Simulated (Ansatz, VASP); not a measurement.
# AlN in VASP and in Ansatz

INCAR

```
PREC = Accurate ; ENCUT = 600
EDIFF = 1E-6 ; ISMEAR = 0
SIGMA = 0.01 ; LREAL = False
LASPH = True ; NELM = 100
ALGO = Normal ; ISIF = 3
LWAVE = False ; LCHARG = False
GGA = CA ; IBRION = 2
NSW = 80 ; EDIFFG = -0.001
```

Contents of KPOINTS:

```
regular mesh
0
Gamma
  10 10 10
```

File POSCAR:

```
AlN
1.0
    0.0000000000      2.1711406873      2.1711406873
    2.1711406873      0.0000000000      2.1711406873
    2.1711406873      2.1711406873      0.0000000000
Al N
1 1
Direct
    0.0000000000      0.0000000000      0.0000000000
    0.7500000000      0.7500000000      0.7500000000
```

Input for Ansatz:

```yaml
crystal:
  lattice:
    - [0.0, 2.171140687, 2.171140687]
    - [2.171140687, 0.0, 2.171140687]
    - [2.171140687, 2.171140687, 0.0]
  atoms:
    - { symbol: Al, position: [0.0, 0.0, 0.0] }
    - { symbol: "N", position: [0.75, 0.75, 0.75] }
basis:
  ecutwfc: 420
kpoints:
  mp_grid: { grid: [10, 10, 10] }
hamiltonian:
  xc: lda
scf:
  occupations: { method: fixed }
output:
  forces: true
  stress: true
  eigenvalues: true
relax:
  adjacent_minimum: "off"
  f_tol: 0.001
  max_steps: 60
  cell: { stress_tol: 0.01 }
```

Alike in both runs: task relaxation of cell and atoms; functional LDA; k mesh 10 × 10 × 10; no spin polarisation.

|  | VASP | Ansatz |
| --- | --- | --- |
| version | VASP 6.6.1 | Ansatz 0.2.0 |
| potentials or method | VASP PAW LDA potentials, release 64 (Al, N), cutoff 600 eV | scalar-relativistic, plane waves, PAW |
| occupations | gaussian, width 0.01 eV | fixed |
| valence electrons in the cell | 8 | 8 |

|  | VASP | Ansatz | Ansatz less VASP |
| --- | --- | --- | --- |
| gap on the k mesh at the Fermi level, each at its own relaxed structure (eV) | 3.23 | 3.25 | +0.023 |
| relaxed volume (Å³/atom) | 10.26 | 10.23 | -0.027 |
| relaxed cell length with the largest relative difference (Å) | 3.073 | 3.070 | -0.0027 |

LDA's correlation is that of Perdew and Zunger in VASP and of Perdew and Wang (1992) in Ansatz.
